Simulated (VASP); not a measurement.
# Nb3Sn (Pm-3n) in VASP: single point with PBE

Aim: the single point of Nb3Sn with PBE.

Program: VASP 6.6.1. These are calculated values, not measurements. Logs are shortened: lines on timing, memory, paths and dates and some standing lists are left out, and cuts for length are marked.

## (1) The cell of the first run

The structure is cubic, space group Pm-3n (No. 223). The conventional cell has a = 5.474 Å, b = 5.474 Å, c = 5.474 Å, α = 90.00°, β = 90.00°, γ = 90.00°. Within 3.6 Å of Nb (site symmetry -4m2) lie 10 Nb at 2.74 to 3.35 Å and 4 Sn at 3.06 Å. Within 4.0 Å of Sn (site symmetry m-3) lie 12 Nb at 3.06 Å.

## (2) Single point, PBE (20.50 Å³/atom)

INCAR reads:

```
SYSTEM = Nb3Sn
ALGO = Normal ; EDIFF = 1E-6
ENCUT = 500 ; GGA = PE
GGA_COMPAT = .False. ; ISIF = 2
ISMEAR = 0 ; LASPH = .True.
LCHARG = .False. ; LREAL = .False.
LWAVE = .False. ; NBANDS = 63
NELM = 120 ; PREC = Accurate
SIGMA = 0.1
```

KPOINTS reads:

```
k-points
0
Gamma
  8 8 8
  0 0 0
```

POSCAR reads:

```
Nb3Sn
1.0
    5.4738614612      0.0000000000      0.0000000000
    0.0000000000      5.4738614612      0.0000000000
    0.0000000000      0.0000000000      5.4738614612
Nb Sn
6 2
Direct
    0.2500000000      0.0000000000      0.5000000000
    0.5000000000      0.7500000000      0.0000000000
    0.7500000000      0.0000000000      0.5000000000
    0.5000000000      0.2500000000      0.0000000000
    0.0000000000      0.5000000000      0.7500000000
    0.0000000000      0.5000000000      0.2500000000
    0.0000000000      0.0000000000      0.0000000000
    0.5000000000      0.5000000000      0.5000000000
```

Potentials or basis: VASP PAW PBE potentials, release 64 (Nb_sv, Sn_d).

The run is started by

```console
> cat potpaw_PBE.64/Nb_sv/POTCAR potpaw_PBE.64/Sn_d/POTCAR > POTCAR
> mpirun -np 1 vasp_std > vasp.out
```

OUTCAR:

```text
SYSTEM = Nb3Sn
   EDIFF = 1E-6
   ENCUT = 500
   GGA = PE
   ISIF = 2
   ISMEAR = 0
   LASPH = .True.
   LREAL = .False.
   NELM = 120
   PREC = Accurate

 ion  position               nearest neighbor table
   1  0.250  0.000  0.500-   3 2.74   3 2.74   8 3.06   7 3.06   8 3.06   7 3.06
   2  0.500  0.750  0.000-   4 2.74   4 2.74   8 3.06   8 3.06   7 3.06   7 3.06
   3  0.750  0.000  0.500-   1 2.74   1 2.74   8 3.06   7 3.06   8 3.06   7 3.06
   4  0.500  0.250  0.000-   2 2.74   2 2.74   8 3.06   8 3.06   7 3.06   7 3.06
   5  0.000  0.500  0.750-   6 2.74   6 2.74   8 3.06   7 3.06   7 3.06   8 3.06
   6  0.000  0.500  0.250-   5 2.74   5 2.74   8 3.06   7 3.06   7 3.06   8 3.06
   7  0.000  0.000  0.000-   1 3.06   2 3.06   3 3.06   4 3.06   5 3.06   6 3.06   1 3.06   3 3.06
                             5 3.06   6 3.06   2 3.06   4 3.06
   8  0.500  0.500  0.500-   1 3.06   2 3.06   3 3.06   4 3.06   5 3.06   6 3.06   2 3.06   4 3.06
                             1 3.06   3 3.06   5 3.06   6 3.06

  LATTYP: Found a simple cubic cell.
 ALAT       =     5.4738614612

  Lattice vectors:

 A1 = (   5.4738614612,   0.0000000000,   0.0000000000)
 A2 = (   0.0000000000,   5.4738614612,   0.0000000000)
 A3 = (   0.0000000000,   0.0000000000,   5.4738614612)

Analysis of symmetry for initial positions (statically):
=====================================================================
 Subroutine PRICEL returns:
 Original cell was already a primitive cell.

 Routine SETGRP: Setting up the symmetry group for a
 simple cubic supercell.

 Subroutine GETGRP returns: Found 48 space group operations
 (whereof 24 operations were pure point group operations)
 out of a pool of 48 trial point group operations.

The static configuration has the point symmetry T_h .
 The point group associated with its full space group is O_h .

Analysis of symmetry for dynamics (positions and initial velocities):
=====================================================================
 Subroutine PRICEL returns:
 Original cell was already a primitive cell.

 Routine SETGRP: Setting up the symmetry group for a
 simple cubic supercell.

 Subroutine GETGRP returns: Found 48 space group operations
 (whereof 24 operations were pure point group operations)
 out of a pool of 48 trial point group operations.

The dynamic configuration has the point symmetry T_h .
 The point group associated with its full space group is O_h .

 Subroutine INISYM returns: Found 48 space group operations
 (whereof 24 operations are pure point group operations),
 and found     1 'primitive' translations

----------------------------------------------------------------------------------------

                                     Primitive cell

  volume of cell :     164.0142

  direct lattice vectors                    reciprocal lattice vectors
     5.473861461  0.000000000  0.000000000     0.182686392  0.000000000  0.000000000
     0.000000000  5.473861461  0.000000000     0.000000000  0.182686392  0.000000000
     0.000000000  0.000000000  5.473861461     0.000000000  0.000000000  0.182686392

  length of vectors
     5.473861461  5.473861461  5.473861461     0.182686392  0.182686392  0.182686392

  position of ions in fractional coordinates (direct lattice)
     0.250000000  0.000000000  0.500000000
     0.500000000  0.750000000  0.000000000
     0.750000000  0.000000000  0.500000000
     0.500000000  0.250000000  0.000000000
     0.000000000  0.500000000  0.750000000
     0.000000000  0.500000000  0.250000000
     0.000000000  0.000000000  0.000000000
     0.500000000  0.500000000  0.500000000

  ion indices of the primitive-cell ions
   primitive index   ion index
                 1           1
                 2           2
                 3           3
                 4           4
                 5           5
                 6           6
                 7           7
                 8           8

----------------------------------------------------------------------------------------

 KPOINTS: k-points

Automatic generation of k-mesh.
 Grid dimensions read from file:
 generate k-points for:    8    8    8

 Generating k-lattice:

  Cartesian coordinates                     Fractional coordinates (reciprocal lattice)
     0.022835799  0.000000000  0.000000000     0.125000000  0.000000000  0.000000000
     0.000000000  0.022835799  0.000000000     0.000000000  0.125000000  0.000000000
     0.000000000  0.000000000  0.022835799     0.000000000  0.000000000  0.125000000

  Length of vectors
     0.022835799  0.022835799  0.022835799

  Shift w.r.t. Gamma in fractional coordinates (k-lattice)
     0.000000000  0.000000000  0.000000000

 Subroutine IBZKPT returns following result:
 ===========================================

 Found     35 irreducible k-points:

 Following reciprocal coordinates:
            Coordinates               Weight
  0.000000  0.000000  0.000000      1.000000
  0.125000  0.000000  0.000000      6.000000
  0.250000  0.000000  0.000000      6.000000
  0.375000  0.000000  0.000000      6.000000
  0.500000  0.000000  0.000000      3.000000
  0.125000  0.125000  0.000000     12.000000
[... 16 lines left out ...]
  0.375000  0.375000  0.125000     24.000000
  0.500000  0.375000  0.125000     24.000000
 [... further k-points ...]
   k-points           NKPTS =     35   k-points in BZ     NKDIM =     35   number of bands    NBANDS=     63
   number of dos      NEDOS =    301   number of ions     NIONS =      8
   total plane-waves  NPLWV =  64000
   dimension x,y,z NGX =    40 NGY =   40 NGZ =   40
   dimension x,y,z NGXF=    80 NGYF=   80 NGZF=   80
   ions per type =               6   2
   NGX,Y,Z   is equivalent  to a cutoff of  12.15, 12.15, 12.15 a.u.
   NGXF,Y,Z  is equivalent  to a cutoff of  24.30, 24.30, 24.30 a.u.
 SYSTEM =  Nb3Sn
   PREC   = accura    normal or accurate (medium, high low for compatibility)
   ISTART =      0    job   : 0-new  1-cont  2-samecut
   ICHARG =      2    charge: 1-file 2-atom 10-const
   ISPIN  =      1    spin polarized calculation?
   LNONCOLLINEAR =      F non collinear calculations
   LSORBIT =      F    spin-orbit coupling
   LASPH  =      T    aspherical Exc in radial PAW
   ENCUT  =  500.0 eV  36.75 Ry    6.06 a.u.   9.98  9.98  9.98*2*pi/ulx,y,z
   NELM   =    120;   NELMIN=  2; NELMDL= -5     # of ELM steps
   EDIFF  = 0.1E-05   stopping-criterion for ELM
   LREAL  =      F    real-space projection
   EDIFFG = 0.1E-04   stopping-criterion for IOM
   NSW    =      0    number of steps for IOM
   IBRION =     -1    ionic relax: 0-MD 1-quasi-New 2-CG
   NFREE  =      0    steps in history (QN), initial steepest desc. (CG)
   ISIF   =      2    stress and relaxation
   ISYM   =      2    0-nonsym 1-usesym 2-fastsym
   POTIM  = 0.5000    time-step for ionic-motion
   TEBEG  =    0.0;   TEEND  =   0.0 temperature during run
   PSTRESS=    0.0 pullay stress
   NELECT =     106.0000    total number of electrons
   NUPDOWN=      -1.0000    fix difference up-down
   EMIN   =  10.00;   EMAX   =-10.00  energy-range for DOS
   EFERMI =   0.00;   METHOD = LEGACY
   ISMEAR =     0;   SIGMA  =   0.10  broadening in eV -4-tet -1-fermi 0-gaus
   EFERMI_NEDOS =   21; number of points for ismear=-14 and -15
   IALGO  =     38    algorithm
   IMIX   =      4    mixing-type and parameters
     AMIX     =   0.40;   BMIX     =  1.00
     AMIX_MAG =   1.60;   BMIX_MAG =  1.00
  volume/ion in A,a.u.               =      20.50       138.35
  Fermi-wavevector in a.u.,A,eV,Ry     =   1.415412  2.674742 27.257805  2.003392
  Thomas-Fermi vector in A             =   2.536853
   LORBIT       =      0    0 simple, 1 ext, 2 COOP (PROOUT), +10 PAW based schemes
   GGA     = PE    functional components
   LHFCALC =     F    Hartree Fock is set to
   AEXX    =    0.0000 exact exchange contribution
   IVDW    =     0    specifies the selected vdW correction
   LEPSILON=     F    determine dielectric tensor
   LRPA    =     F    only Hartree local field effects (RPA)
 non-spin polarized calculation
 Gauss-broadening in eV      SIGMA  =   0.10
  energy-cutoff  :      500.00
  volume of cell :      164.01
 maximum number of plane-waves:      4224
 NGX is ok and might be reduce to    40
   NGX = 19   NGY = 19   NGZ = 19

 number of electron     105.9999970 magnetization

 Free energy of the ion-electron system (eV)
  ---------------------------------------------------
  ext. energy  EPLUGINS =         0.00000000
  ---------------------------------------------------
  free energy    TOTEN  =       -69.85010890 eV

  energy without entropy =      -69.77356343  energy(sigma->0) =      -69.81183616

 E-fermi :  10.0019     XC(G=0): -11.8196

 val. band max:       10.0012847636   @ k =   0.2500   0.0000   0.0000
 cond. band min:      10.0139224855   @ k =   0.5000   0.3750   0.3750
 fundamental gap:      0.0126377219
 Fermi energy:        10.0019451985

 k-point     1 :       0.0000    0.0000    0.0000
  band No.  band energies     occupation
      1     -44.7632      2.00000
      2     -44.7187      2.00000
      3     -44.7187      2.00000
      4     -44.5673      2.00000
      5     -44.5673      2.00000
      6     -44.5673      2.00000
[... 55 lines left out ...]
     62      13.1415      0.00000
     63      13.3550      0.00000

 k-point     2 :       0.1250    0.0000    0.0000
  band No.  band energies     occupation
      1     -44.7602      2.00000
      2     -44.7199      2.00000
      3     -44.7144      2.00000
      4     -44.5736      2.00000
      5     -44.5673      2.00000
      6     -44.5673      2.00000
[... 55 lines left out ...]
     62      13.1024      0.00000
     63      13.2525      0.00000

 k-point     3 :       0.2500    0.0000    0.0000
  band No.  band energies     occupation
      1     -44.7528      2.00000
      2     -44.7235      2.00000
      3     -44.7009      2.00000
      4     -44.5915      2.00000
      5     -44.5673      2.00000
      6     -44.5673      2.00000
[... 1375 lines left out ...]
     62      12.4088      0.00000
     63      12.4397      0.00000

 k-point    24 :       0.5000    0.3750    0.1250
  band No.  band energies     occupation
      1     -44.7277      2.00000
      2     -44.6868      2.00000
      3     -44.6509      2.00000
      4     -44.6493      2.00000
      5     -44.6174      2.00000
      6     -44.5737      2.00000
[... 55 lines left out ...]
     62      12.2766      0.00000
     63      12.3698      0.00000

 [... further k-points ...]

------------------------ aborting loop because EDIFF is reached ----------------------------------------

  FORCE on cell =-STRESS in cart. coord.  units (eV):
  Direction    XX          YY          ZZ          XY          YZ          ZX
  --------------------------------------------------------------------------------------
  -------------------------------------------------------------------------------------
  Total      -12.1465576    -12.1465576    -12.1465576      0.0000000     -0.0000000     -0.0000000
  in kB     -118.6540022   -118.6540022   -118.6540022      0.0000000     -0.0000000     -0.0000000
  external PRESSURE =    -118.6540022 kB  Pullay stress =       0.0000000 kB

 VOLUME and BASIS-vectors are now :
 -----------------------------------------------------------------------------
  energy-cutoff  :      500.00
  volume of cell :      164.01
      direct lattice vectors                 reciprocal lattice vectors
     5.473861461  0.000000000  0.000000000     0.182686392  0.000000000  0.000000000
     0.000000000  5.473861461  0.000000000     0.000000000  0.182686392  0.000000000
     0.000000000  0.000000000  5.473861461     0.000000000  0.000000000  0.182686392

 POSITION                                       TOTAL-FORCE (eV/Angst)
 -----------------------------------------------------------------------------------
      1.36847      0.00000      2.73693        -0.000000     -0.000000      0.000000
      2.73693      4.10540      0.00000         0.000000     -0.000000     -0.000000
      4.10540      0.00000      2.73693         0.000000      0.000000     -0.000000
      2.73693      1.36847      0.00000         0.000000     -0.000000      0.000000
      0.00000      2.73693      4.10540        -0.000000     -0.000000      0.000000
      0.00000      2.73693      1.36847        -0.000000      0.000000      0.000000
      0.00000      0.00000      0.00000        -0.000000     -0.000000      0.000000
      2.73693      2.73693      2.73693        -0.000000     -0.000000      0.000000
 -----------------------------------------------------------------------------------
    total drift:                                0.000000     -0.000000      0.000000

  FREE ENERGIE OF THE ION-ELECTRON SYSTEM (eV)
  ---------------------------------------------------
  free  energy   TOTEN  =       -69.8501088982 eV

  energy  without entropy=      -69.7735634313  energy(sigma->0) =      -69.81183616
```

It took 10 min on 1 thread of Oxide Virtual Turin-like, shared host; peak memory 0.36 GiB.

Results:

| Property | Result |
| --- | --- |
| Free energy | -69.8501 eV |
| Pressure | -11.9 GPa |
| Band gap on the k mesh | zero (bands 53 and 54 overlap by 0.66 eV) |

Caveat: the cell stands under tension; spin-orbit coupling is left out, which moves the levels of the heavy elements.
